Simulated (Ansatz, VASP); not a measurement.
## Two plane-wave programs on Bi4I3BrO4

File INCAR:

```
SYSTEM = Bi4I3BrO4
  ALGO = Normal
  EDIFF = 1E-6
  ENCUT = 520
  GGA = PS
  ISIF = 2
  ISMEAR = 0
  LASPH = .True.
  LCHARG = .False.
  LREAL = .False.
  LWAVE = .False.
  NBANDS = 68
  NELM = 60
  PREC = Accurate
  SIGMA = 0.02
```

File KPOINTS:

```
k-points
0
Gamma
  4 4 2
  0 0 0
```

Contents of POSCAR:

```
Bi4I3BrO4
1.0
    3.9546264690     -3.9546264690      0.0000000000
    3.9546264690      3.9546264690      0.0000000000
    0.0000000000      0.0000000000      9.2185138636
Bi I Br O
4 3 1 4
Direct
    0.7500000000      0.2500000000      0.1363781610
    0.2500000000      0.7500000000      0.1363781610
    0.2500000000      0.2500000000      0.8677196039
    0.7500000000      0.7500000000      0.8692008225
    0.7500000000      0.2500000000      0.6700340848
    0.2500000000      0.7500000000      0.6700340848
    0.2500000000      0.2500000000      0.3361224560
    0.7500000000      0.7500000000      0.3036326234
    0.0004415881      0.0004415881      0.0026250006
    0.4995584119      0.4995584119      0.0026250006
    0.0004415881      0.4995584119      0.0026250006
    0.4995584119      0.0004415881      0.0026250006
```

Input for Ansatz:

```yaml
crystal:
  lattice:
    - [3.954626469, -3.954626469, 0.0]
    - [3.954626469, 3.954626469, 0.0]
    - [0.0, 0.0, 9.2185138636]
  atoms:
    - { symbol: Bi, position: [0.75, 0.25, 0.136378161] }
    - { symbol: Bi, position: [0.25, 0.75, 0.136378161] }
    - { symbol: Bi, position: [0.25, 0.25, 0.8677196039] }
    - { symbol: Bi, position: [0.75, 0.75, 0.8692008225] }
    - { symbol: I, position: [0.75, 0.25, 0.6700340848] }
    - { symbol: I, position: [0.25, 0.75, 0.6700340848] }
    - { symbol: I, position: [0.25, 0.25, 0.336122456] }
    - { symbol: Br, position: [0.75, 0.75, 0.3036326234] }
    - { symbol: O, position: [0.0004415881, 0.0004415881, 0.0026250006] }
    - { symbol: O, position: [0.4995584119, 0.4995584119, 0.0026250006] }
    - { symbol: O, position: [0.0004415881, 0.4995584119, 0.0026250006] }
    - { symbol: O, position: [0.4995584119, 0.0004415881, 0.0026250006] }
basis:
  ecutwfc: 420
kpoints:
  mp_grid: { grid: [4, 4, 2] }
  band_path:
    path: [[0.0, 0.0, 0.0], [0.5, 0.5, 0.0], [0.0, 0.0, 0.364583]]
    npoints: 1
hamiltonian:
  xc: pbesol
scf:
  occupations: { method: gaussian, width: 0.02 }
  n_extra_bands: 9
output:
  forces: true
  stress: true
  eigenvalues: true
```

Alike in both runs: task single point; functional PBEsol; k mesh 4 × 4 × 2; occupations gaussian, width 0.02 eV; no spin polarisation.

|  | VASP | Ansatz |
| --- | --- | --- |
| version | VASP 6.6.1 | Ansatz 0.2.0 |
| potentials or method | VASP PAW PBE potentials, release 64 (Bi_d, I, Br, O), cutoff 520 eV | scalar-relativistic, plane waves, PAW |
| valence electrons in the cell | 112 | 142 |

VASP gave:

* gap on the k mesh at the Fermi level (eV): 1.54
* least direct gap on the mesh (eV): 1.99
* pressure (GPa): 0.1
* rms of the force components (eV/Å): 0.016

Problem. Which values does Ansatz return?

Solution. gap on the k mesh at the Fermi level (eV): 1.55; least direct gap on the mesh (eV): 2.00; pressure (GPa): 0.0; rms of the force components (eV/Å): 0.001.

VASP's potentials were made for PBE, not for PBEsol. Atom by atom the forces differ by 0.015 eV/Å (rms over components). VASP's potentials hold 112 valence electrons a cell and Ansatz's 142, so a difference there can come from the potentials and not from the codes.

Neither program's run includes spin-orbit coupling.
